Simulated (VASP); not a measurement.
# Si2W (I4/mmm) in VASP: electric field gradients with PBE

Aim: the electric field gradients of Si2W with PBE.

Everything below comes from runs of VASP 6.6.1. Logs are shortened: lines on timing, memory, paths and dates and some standing lists are left out, and cuts for length are marked.

## (1) The cell of the first run

The structure is tetragonal, space group I4/mmm (No. 139). Conventional cell: a = 3.229 Å, b = 3.229 Å, c = 7.874 Å, α = 90.00°, β = 90.00°, γ = 90.00°. Si (site symmetry 4mm) has 9 Si at 2.61 to 3.23 Å and 5 W at 2.63 Å within 3.4 Å. Within 3.5 Å of W (site symmetry 4/mmm) lie 10 Si at 2.63 Å and 4 W at 3.23 Å.

## (2) Electric field gradients, PBE

Contents of INCAR:

```
SYSTEM = Si2W
PREC     = Accurate       ! precision mode
ENCUT    = 520            ! plane-wave cutoff, eV
EDIFF    = 1E-8           ! SCF threshold, eV
ISMEAR   = -1             ! smearing method
SIGMA    = 0.15           ! smearing width, eV
LREAL    = .False.        ! projectors in reciprocal space
LASPH    = .True.         ! aspherical terms in the spheres
NELM     = 60             ! most SCF steps
ALGO     = Normal         ! electronic algorithm
ISIF     = 2              ! what is computed and relaxed
LWAVE    = .False.        ! write WAVECAR
LCHARG   = .False.        ! write CHGCAR
GGA      = PE             ! functional
LEFG     = .True.       
NBANDS   = 18             ! bands
```

Contents of KPOINTS:

```
regular mesh
0
Gamma
  18 18 18
  0 0 0
```

Contents of POSCAR:

```
Si2W
1.0
   -1.6143474500      1.6143474500      3.9368916866
    1.6143474500     -1.6143474500      3.9368916866
    1.6143474500      1.6143474500     -3.9368916866
Si W
2 1
Direct
    0.3344393373      0.3344393373      0.0000000000
    0.6655606627      0.6655606627      0.0000000000
    0.0000000000      0.0000000000      0.0000000000
```

Potentials or basis: VASP PAW PBE potentials, release 64 (Si, W_sv).

The run is started by

```bash
$ cat potpaw_PBE.64/Si/POTCAR potpaw_PBE.64/W_sv/POTCAR > POTCAR
$ mpirun -np 1 vasp_std > vasp.out
```

OUTCAR:

```text
SYSTEM = Si2W
   PREC = Accurate
   ENCUT = 520
   EDIFF = 1E-8
   ISMEAR = -1
   LREAL = .False.
   LASPH = .True.
   NELM = 60
   ISIF = 2
   GGA = PE

 ion  position               nearest neighbor table
   1  0.334  0.334  0.000-   2 2.61   3 2.63   3 2.63   3 2.63   3 2.63   3 2.63   2 2.64   2 2.64
                             2 2.64   2 2.64
   2  0.666  0.666  0.000-   1 2.61   3 2.63   3 2.63   3 2.63   3 2.63   3 2.63   1 2.64   1 2.64
                             1 2.64   1 2.64
   3  0.000  0.000  0.000-   2 2.63   2 2.63   2 2.63   1 2.63   2 2.63   1 2.63   1 2.63   1 2.63
                             1 2.63   2 2.63

  LATTYP: Found a body centered tetragonal cell.
 ALAT       =     3.2286949000
 C/A-ratio  =     2.4386891970

  Lattice vectors:

 A1 = (  -1.6143474500,   1.6143474500,   3.9368916866)
 A2 = (   1.6143474500,  -1.6143474500,   3.9368916866)
 A3 = (   1.6143474500,   1.6143474500,  -3.9368916866)

Analysis of symmetry for initial positions (statically):
=====================================================================
 Subroutine PRICEL returns:
 Original cell was already a primitive cell.

 Routine SETGRP: Setting up the symmetry group for a
 body centered tetragonal supercell.

 Subroutine GETGRP returns: Found 16 space group operations
 (whereof 16 operations were pure point group operations)
 out of a pool of 16 trial point group operations.

The static configuration has the point symmetry D_4h.

Analysis of symmetry for dynamics (positions and initial velocities):
=====================================================================
 Subroutine PRICEL returns:
 Original cell was already a primitive cell.

 Routine SETGRP: Setting up the symmetry group for a
 body centered tetragonal supercell.

 Subroutine GETGRP returns: Found 16 space group operations
 (whereof 16 operations were pure point group operations)
 out of a pool of 16 trial point group operations.

The dynamic configuration has the point symmetry D_4h.

 Subroutine INISYM returns: Found 16 space group operations
 (whereof 16 operations are pure point group operations),
 and found     1 'primitive' translations

----------------------------------------------------------------------------------------

                                     Primitive cell

  volume of cell :      41.0400

  direct lattice vectors                    reciprocal lattice vectors
    -1.614347450  1.614347450  3.936891687     0.000000000  0.309722668  0.127003748
     1.614347450 -1.614347450  3.936891687     0.309722668  0.000000000  0.127003748
     1.614347450  1.614347450 -3.936891687     0.309722668  0.309722668  0.000000000

  length of vectors
     4.550972592  4.550972592  4.550972592     0.334750778  0.334750778  0.438013998

  position of ions in fractional coordinates (direct lattice)
     0.334439337  0.334439337  0.000000000
     0.665560663  0.665560663  0.000000000
     0.000000000  0.000000000  0.000000000

  ion indices of the primitive-cell ions
   primitive index   ion index
                 1           1
                 2           2
                 3           3

----------------------------------------------------------------------------------------

 KPOINTS: regular mesh

Automatic generation of k-mesh.
 Grid dimensions read from file:
 generate k-points for:   18   18   18

 Generating k-lattice:

  Cartesian coordinates                     Fractional coordinates (reciprocal lattice)
     0.000000000  0.017206815  0.007055764     0.055555556  0.000000000  0.000000000
     0.017206815  0.000000000  0.007055764     0.000000000  0.055555556  0.000000000
     0.017206815  0.017206815  0.000000000     0.000000000  0.000000000  0.055555556

  Length of vectors
     0.018597265  0.018597265  0.024334111

  Shift w.r.t. Gamma in fractional coordinates (k-lattice)
     0.000000000  0.000000000  0.000000000

 Subroutine IBZKPT returns following result:
 ===========================================

 Found    480 irreducible k-points:

 Following reciprocal coordinates:
            Coordinates               Weight
  0.000000  0.000000  0.000000      1.000000
  0.055556 -0.000000  0.000000      8.000000
  0.111111 -0.000000  0.000000      8.000000
  0.166667 -0.000000  0.000000      8.000000
  0.222222 -0.000000  0.000000      8.000000
  0.277778  0.000000  0.000000      8.000000
[... 16 lines left out ...]
 -0.277778  0.055556 -0.000000     16.000000
 -0.222222  0.055556 -0.000000     16.000000
 [... further k-points ...]
   k-points           NKPTS =    480   k-points in BZ     NKDIM =    480   number of bands    NBANDS=     18
   number of dos      NEDOS =    301   number of ions     NIONS =      3
   total plane-waves  NPLWV =  46656
   dimension x,y,z NGX =    36 NGY =   36 NGZ =   36
   dimension x,y,z NGXF=    72 NGYF=   72 NGZF=   72
   ions per type =               2   1
   NGX,Y,Z   is equivalent  to a cutoff of  13.15, 13.15, 13.15 a.u.
   NGXF,Y,Z  is equivalent  to a cutoff of  26.30, 26.30, 26.30 a.u.
 SYSTEM =  Si2W
   PREC   = accura    normal or accurate (medium, high low for compatibility)
   ISTART =      0    job   : 0-new  1-cont  2-samecut
   ICHARG =      2    charge: 1-file 2-atom 10-const
   ISPIN  =      1    spin polarized calculation?
   LNONCOLLINEAR =      F non collinear calculations
   LSORBIT =      F    spin-orbit coupling
   LASPH  =      T    aspherical Exc in radial PAW
   ENCUT  =  520.0 eV  38.22 Ry    6.18 a.u.   8.46  8.46  8.46*2*pi/ulx,y,z
   NELM   =     60;   NELMIN=  2; NELMDL= -5     # of ELM steps
   EDIFF  = 0.1E-07   stopping-criterion for ELM
   LREAL  =      F    real-space projection
   EDIFFG = 0.1E-06   stopping-criterion for IOM
   NSW    =      0    number of steps for IOM
   IBRION =     -1    ionic relax: 0-MD 1-quasi-New 2-CG
   NFREE  =      0    steps in history (QN), initial steepest desc. (CG)
   ISIF   =      2    stress and relaxation
   ISYM   =      2    0-nonsym 1-usesym 2-fastsym
   POTIM  = 0.5000    time-step for ionic-motion
   TEBEG  =    0.0;   TEEND  =   0.0 temperature during run
   PSTRESS=    0.0 pullay stress
   NELECT =      22.0000    total number of electrons
   NUPDOWN=      -1.0000    fix difference up-down
   EMIN   =  10.00;   EMAX   =-10.00  energy-range for DOS
   EFERMI =   0.00;   METHOD = LEGACY
   ISMEAR =    -1;   SIGMA  =   0.15  broadening in eV -4-tet -1-fermi 0-gaus
   EFERMI_NEDOS =   21; number of points for ismear=-14 and -15
   IALGO  =     38    algorithm
   IMIX   =      4    mixing-type and parameters
     AMIX     =   0.40;   BMIX     =  1.00
     AMIX_MAG =   1.60;   BMIX_MAG =  1.00
  volume/ion in A,a.u.               =      13.68        92.32
  Fermi-wavevector in a.u.,A,eV,Ry     =   1.329882  2.513113 24.063089  1.768587
  Thomas-Fermi vector in A             =   2.459011
   LORBIT       =      0    0 simple, 1 ext, 2 COOP (PROOUT), +10 PAW based schemes
   GGA     = PE    functional components
   LHFCALC =     F    Hartree Fock is set to
   AEXX    =    0.0000 exact exchange contribution
   IVDW    =     0    specifies the selected vdW correction
   LEPSILON=     F    determine dielectric tensor
   LRPA    =     F    only Hartree local field effects (RPA)
 non-spin polarized calculation
  energy-cutoff  :      520.00
  volume of cell :       41.04
 maximum number of plane-waves:      1134
 NGX is ok and might be reduce to    36
   NGX = 17   NGY = 17   NGZ = 17

 number of electron      22.0000000 magnetization

 Free energy of the ion-electron system (eV)
  ---------------------------------------------------
  ext. energy  EPLUGINS =         0.00000000
  ---------------------------------------------------
  free energy    TOTEN  =       -24.82746356 eV

  energy without entropy =      -24.79590501  energy(sigma->0) =      -24.81168429

 E-fermi :  11.7557     XC(G=0): -12.4583

 val. band max:       11.7272936765   @ k =  -0.3889   0.5000   0.3333
 cond. band min:      11.7858428863   @ k =  -0.3889  -0.4444   0.3889
 fundamental gap:      0.0585492098
 Fermi energy:        11.7557107592

 k-point     1 :       0.0000    0.0000    0.0000
  band No.  band energies     occupation
      1     -62.1450      2.00000
      2     -26.3935      2.00000
      3     -26.3757      2.00000
      4     -26.3757      2.00000
      5      -2.2068      2.00000
      6       4.9945      2.00000
[... 10 lines left out ...]
     17      17.3314      0.00000
     18      17.3314      0.00000

 k-point     2 :       0.0556   -0.0000    0.0000
  band No.  band energies     occupation
      1     -62.1448      2.00000
      2     -26.3931      2.00000
      3     -26.3819      2.00000
      4     -26.3751      2.00000
      5      -2.1485      2.00000
      6       4.9977      2.00000
[... 10 lines left out ...]
     17      17.3361      0.00000
     18      17.5594      0.00000

 k-point     3 :       0.1111   -0.0000    0.0000
  band No.  band energies     occupation
      1     -62.1442      2.00000
      2     -26.4000      2.00000
      3     -26.3917      2.00000
      4     -26.3734      2.00000
      5      -1.9750      2.00000
      6       4.9976      2.00000
[... 10 lines left out ...]
     17      17.3944      0.00000
     18      18.1181      0.00000

 k-point     4 :       0.1667   -0.0000    0.0000
  band No.  band energies     occupation
      1     -62.1433      2.00000
      2     -26.4275      2.00000
      3     -26.3896      2.00000
      4     -26.3709      2.00000
      5      -1.6900      2.00000
      6       4.9600      2.00000
[... 375 lines left out ...]
      4     -26.3675      2.00000
      5      -0.2768      2.00000
      6       4.1113      2.00000
[... 10 lines left out ...]
     17      18.9508      0.00000
     18      19.8912      0.00000

 k-point    23 :      -0.2778    0.0556   -0.0000
  band No.  band energies     occupation
      1     -62.1407      2.00000
      2     -26.4957      2.00000
      3     -26.3831      2.00000
      4     -26.3706      2.00000
      5      -0.8380      2.00000
      6       4.6960      2.00000
[... 10 lines left out ...]
     17      18.6424      0.00000
     18      19.7500      0.00000

 k-point    24 :      -0.2222    0.0556   -0.0000
  band No.  band energies     occupation
      1     -62.1420      2.00000
      2     -26.4603      2.00000
      3     -26.3859      2.00000
      4     -26.3739      2.00000
      5      -1.3105      2.00000
      6       5.0878      2.00000
[... 10 lines left out ...]
     17      17.9526      0.00000
     18      19.8786      0.00000

 [... further k-points ...]

------------------------ aborting loop because EDIFF is reached ----------------------------------------

  FORCE on cell =-STRESS in cart. coord.  units (eV):
  Direction    XX          YY          ZZ          XY          YZ          ZX
  --------------------------------------------------------------------------------------
  -------------------------------------------------------------------------------------
  Total        0.0282786      0.0282786      0.0089086      0.0000000      0.0000000     -0.0000000
  in kB        1.1039787      1.1039787      0.3477874      0.0000000      0.0000000     -0.0000000
  external PRESSURE =       0.8519149 kB  Pullay stress =       0.0000000 kB

 VOLUME and BASIS-vectors are now :
 -----------------------------------------------------------------------------
  energy-cutoff  :      520.00
  volume of cell :       41.04
      direct lattice vectors                 reciprocal lattice vectors
    -1.614347450  1.614347450  3.936891687     0.000000000  0.309722668  0.127003748
     1.614347450 -1.614347450  3.936891687     0.309722668  0.000000000  0.127003748
     1.614347450  1.614347450 -3.936891687     0.309722668  0.309722668  0.000000000

 POSITION                                       TOTAL-FORCE (eV/Angst)
 -----------------------------------------------------------------------------------
      0.00000      0.00000      2.63330         0.000000      0.000000     -0.003321
      0.00000      0.00000      5.24048        -0.000000     -0.000000      0.003321
      0.00000      0.00000      0.00000         0.000000      0.000000      0.000000
 -----------------------------------------------------------------------------------
    total drift:                               -0.000000      0.000000      0.000000

  FREE ENERGIE OF THE ION-ELECTRON SYSTEM (eV)
  ---------------------------------------------------
  free  energy   TOTEN  =       -24.8274635643 eV

  energy  without entropy=      -24.7959050096  energy(sigma->0) =      -24.81168429

 Electric field gradients (V/A^2)
---------------------------------------------------------------------
 ion       V_xx      V_yy      V_zz      V_xy      V_xz      V_yz
---------------------------------------------------------------------
   1       4.545     4.545    -9.091    -0.000    -0.000    -0.000
   2       4.545     4.545    -9.091    -0.000    -0.000    -0.000
   3      66.773    66.773  -133.546    -0.000    -0.000    -0.000
---------------------------------------------------------------------

 Electric field gradients after diagonalization (V/A^2)
 (convention: |V_zz| > |V_xx| > |V_yy|)
----------------------------------------------------------------------
 ion       V_xx      V_yy      V_zz     asymmetry (V_yy - V_xx)/ V_zz
----------------------------------------------------------------------
   1       4.545     4.545    -9.091       0.000
   2       4.545     4.545    -9.091       0.000
   3      66.773    66.773  -133.546       0.000
----------------------------------------------------------------------

           NMR quadrupolar parameters

 Cq : quadrupolar parameter    Cq=e*Q*V_zz/h
 eta: asymmetry parameters     (V_yy - V_xx)/ V_zz
 Q  : nuclear electric quadrupole moment in mb (millibarn)
----------------------------------------------------------------------
 ion       Cq(MHz)       eta       Q (mb)
----------------------------------------------------------------------
   1      -0.022       0.000       1.000
   2      -0.022       0.000       1.000
   3      -0.323       0.000       1.000
----------------------------------------------------------------------
```

Wall time 6.9 min (1 thread of Intel Xeon Platinum 8488C (Sapphire Rapids), shared host); peak memory 0.45 GiB.

Results:

| Quantity | Value |
| --- | --- |
| Free energy | -24.8275 eV |
| Pressure | 0.1 GPa |
| Largest force | 0.003 eV/Å |
| Band gap on the k mesh | zero (band 11 reaches 12.48 eV, above the bottom of band 12 at 11.23 eV) |

Forces in eV/Å, atoms in the order of the input:
```
Si   0.000  0.000 -0.003
Si   0.000  0.000  0.003
W    0.000  0.000  0.000
```

Levels at points of the mesh, in eV from the Fermi level:
```csv
k point,band 7,band 8,band 9,band 10,band 11,band 12,band 13,band 14,band 15,band 16
"(0.00, 0.00, 0.00)",-3.78,-3.25,-2.81,-2.81,0.60,2.64,2.97,3.04,3.04,4.53
"(0.50, 0.00, 0.00)",-5.68,-4.82,-2.75,-2.73,-0.43,2.64,2.75,3.89,4.29,5.07
"(0.50, 0.50, 0.00)",-5.95,-5.51,-4.97,-3.21,-1.76,2.71,2.90,3.05,3.83,4.30
"(0.50, 0.50, 0.50)",-3.76,-2.55,-0.85,-0.85,-0.50,-0.50,0.77,4.41,4.71,6.12
```

Electric field gradients, principal values (V/Å²):
```tsv
atom	least	middle	greatest (by size)
1 Si	4.545	4.545	-9.091
2 Si	4.545	4.545	-9.091
3 W	66.773	66.773	-133.546
```

Caveat: without QUAD_EFG the Cq values of the log hold for a quadrupole moment of 1 mb, not for the nuclei; spin-orbit coupling is left out, which moves the levels of the heavy elements.
